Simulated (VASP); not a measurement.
**Cs9Cl8 (a cell with a defect): single point with PBE**

Cs9Cl8 (a cell with a defect):

```
Cs Cl
1.0
    -8.40586    0.00000    0.00000
    -4.20293    8.40586    0.00000
    -4.20293    0.00000   -8.40586
Cs Cl
9 8
Cartesian
  -0.1969 0.0006 -1.1565
  -8.3789 4.1388 0.0033
  -4.1760 4.1388 -4.2063
  -4.0269 -0.0020 0.3551
  -8.2299 -0.0020 -4.5580
  -4.1762 4.2649 0.0035
  -8.3791 4.2649 -4.2064
  -4.3998 0.0006 -3.0464
  -3.8873 -0.0025 -6.3044
  -6.4289 2.2875 -2.1108
  -6.4292 6.1188 -2.0920
  -10.5101 6.1857 -6.3044
  -2.2260 2.2875 -2.0921
  -6.3064 2.2160 -6.3044
  -10.6322 6.1188 -2.1109
  -5.9592 6.0665 -6.3044
  -10.1623 2.3351 -6.3044
```

```yaml
Program: VASP 6.6.1
Task: single point
Functional: PBE
Potentials_or_basis: VASP PAW PBE potentials, release 64 (Cs_sv, Cl)
Cutoff: 400 eV
k_mesh: 2 × 2 × 2
Occupations: gaussian, width 0.02 eV
Spin: collinear spin
Starting_moments: "[-0.02, 0.0, 0.0, -0.02, -0.06, 0.0, 0.0, -0.07, -0.07, 0.0, -0.01, 0.0, -0.01, 0.0, 0.0, -0.01, -0.01] μB"
Dipole_correction: no
Further_INCAR_settings: ALGO = Normal; EDIFF = 1e-06; NBANDS = 86
```

```json
{
 "Pressure": "3.3 GPa",
 "Largest force": "0.020 eV/Å",
 "Net moment": "-0.60 μB per cell",
 "Site moments": "Cs -0.02, -0.00, -0.01, -0.04 (each value once); Cl -0.00 μB",
 "Valence electrons inside the program's atomic spheres": "Cs 6.63, 6.59, 6.60, 6.64 (each value once); Cl 5.15, 5.14 (each value once)"
}
```

Forces in eV/Å, atoms in the order of the input:
```
Cs  -0.014  0.000  0.001
Cs   0.002 -0.002  0.000
Cs   0.002 -0.002  0.000
Cs   0.002  0.000 -0.002
Cs   0.002  0.000  0.002
Cs   0.002  0.002  0.000
Cs   0.002  0.002  0.000
Cs  -0.014  0.000 -0.001
Cs   0.020 -0.001  0.000
Cl   0.004  0.010  0.002
Cl   0.004 -0.010 -0.002
Cl   0.001 -0.011  0.000
Cl   0.004  0.010 -0.002
Cl   0.000  0.012  0.000
Cl   0.004 -0.010  0.002
Cl  -0.010 -0.005  0.000
Cl  -0.009  0.005  0.000
```

Stress tensor (GPa, compression positive):
```
2.25 0.00 0.00
0.00 2.68 0.00
0.00 0.00 4.96
```

Levels at points of the mesh, in eV from the Fermi level:
Spin up:
```
           k point  band 64  band 65  band 66  band 67  band 68  band 69  band 70  band 71  band 72  band 73
(0.00, 0.00, 0.00)    -5.29    -5.26    -5.25    -5.16    -5.11    -0.24     0.00     0.45     0.58     0.74
(0.50, 0.00, 0.00)    -5.38    -5.34    -5.30    -5.26    -5.14     0.18     0.44     0.58     0.97     1.02
(0.50, 0.50, 0.00)    -5.38    -5.34    -5.30    -5.26    -5.14     0.18     0.44     0.58     0.97     1.02
(0.50, 0.50, 0.50)    -5.38    -5.34    -5.30    -5.26    -5.14     0.18     0.44     0.58     0.97     1.02
(0.50, 0.00, 0.50)    -5.38    -5.34    -5.30    -5.26    -5.14     0.18     0.44     0.58     0.97     1.02
(0.00, 0.50, 0.00)    -5.39    -5.37    -5.35    -5.24    -5.16     0.25     0.51     0.68     0.73     0.74
(0.00, 0.00, 0.50)    -5.28    -5.26    -5.25    -5.16    -5.13     0.27     0.36     0.41     0.46     0.78
(0.00, 0.50, 0.50)    -5.38    -5.37    -5.33    -5.27    -5.19     0.43     0.53     0.60     0.75     0.95
```
Spin down:
| k point | band 65 | band 66 | band 67 | band 68 | band 69 | band 70 | band 71 | band 72 | band 73 | band 74 |
| --- | --- | --- | --- | --- | --- | --- | --- | --- | --- | --- |
| (0.00, 0.00, 0.00) | -5.26 | -5.26 | -5.16 | -5.12 | -0.42 | -0.04 | 0.40 | 0.43 | 0.56 | 0.72 |
| (0.50, 0.00, 0.00) | -5.34 | -5.30 | -5.26 | -5.15 | -0.15 | 0.38 | 0.40 | 0.92 | 0.95 | 1.04 |
| (0.50, 0.50, 0.00) | -5.35 | -5.30 | -5.26 | -5.15 | -0.15 | 0.38 | 0.40 | 0.92 | 0.95 | 1.04 |
| (0.50, 0.50, 0.50) | -5.34 | -5.30 | -5.26 | -5.15 | -0.15 | 0.38 | 0.40 | 0.92 | 0.95 | 1.04 |
| (0.50, 0.00, 0.50) | -5.34 | -5.30 | -5.26 | -5.15 | -0.15 | 0.38 | 0.40 | 0.92 | 0.95 | 1.04 |
| (0.00, 0.50, 0.00) | -5.37 | -5.36 | -5.24 | -5.17 | 0.00 | 0.40 | 0.46 | 0.67 | 0.67 | 0.95 |
| (0.00, 0.00, 0.50) | -5.27 | -5.25 | -5.17 | -5.14 | 0.16 | 0.19 | 0.23 | 0.39 | 0.58 | 0.89 |
| (0.00, 0.50, 0.50) | -5.38 | -5.33 | -5.28 | -5.19 | 0.21 | 0.28 | 0.48 | 0.67 | 0.79 | 0.88 |

Wall time 7.8 min on 1 thread of Intel(R) Xeon(R) 6975P-C (Granite Rapids), with other jobs on the host, peak memory 0.86 GiB.

Caveat: the k points lie up to 0.46 Å⁻¹ apart; spin-orbit coupling is left out, which moves the levels of the heavy elements.
